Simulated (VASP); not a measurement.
Write the native input for VASP 6.6.1 that does the following.

```
Task                   : single point
Functional             : PBE
Potentials or basis    : VASP PAW PBE potentials, release 64 (Li_sv, Y_sv)
Cutoff                 : 520 eV
k mesh                 : 5 × 5 × 5
Occupations            : fermi-dirac, width 0.1 eV
Spin                   : no spin polarisation
Dipole correction      : no
Further INCAR settings : ALGO = Normal; EDIFF = 1e-06; NBANDS = 26
```

The structure of LiY3 lies in POSCAR:

```
LiY3
1.0
    4.8346747600      0.0000000000      0.0000000000
    0.0000000000      4.8346747600      0.0000000000
    0.0000000000      0.0000000000      4.8346747600
Li Y
1 3
Direct
    0.0000000000      0.0000000000      0.0000000000
    0.5000000000      0.5000000000      0.0000000000
    0.5000000000      0.0000000000      0.5000000000
    0.0000000000      0.5000000000      0.5000000000
```

The input as run:

INCAR

```
SYSTEM = LiY3
ALGO = Normal ; EDIFF = 1E-6
ENCUT = 520 ; GGA = PE
ISIF = 2 ; ISMEAR = -1
LASPH = .TRUE. ; LCHARG = .FALSE.
LREAL = .FALSE. ; LWAVE = .FALSE.
NBANDS = 26 ; NELM = 60
PREC = Accurate ; SIGMA = 0.1
```

KPOINTS

```
k-points
0
G
  5 5 5
  0 0 0
```

Potentials or basis: VASP PAW PBE potentials, release 64 (Li_sv, Y_sv).

Launch:

```bash
$ cat potpaw_PBE.64/Li_sv/POTCAR potpaw_PBE.64/Y_sv/POTCAR > POTCAR
$ mpirun -np 1 vasp_std > vasp.out
```

Results of the run:

```
Band gap on the k mesh : zero (band 18 reaches 3.14 eV, above the bottom of band 19 at 2.40 eV)
```

It took 16 s on 1 thread of Intel(R) Xeon(R) 6975P-C (Granite Rapids) (shared host), peak memory 0.21 GiB.
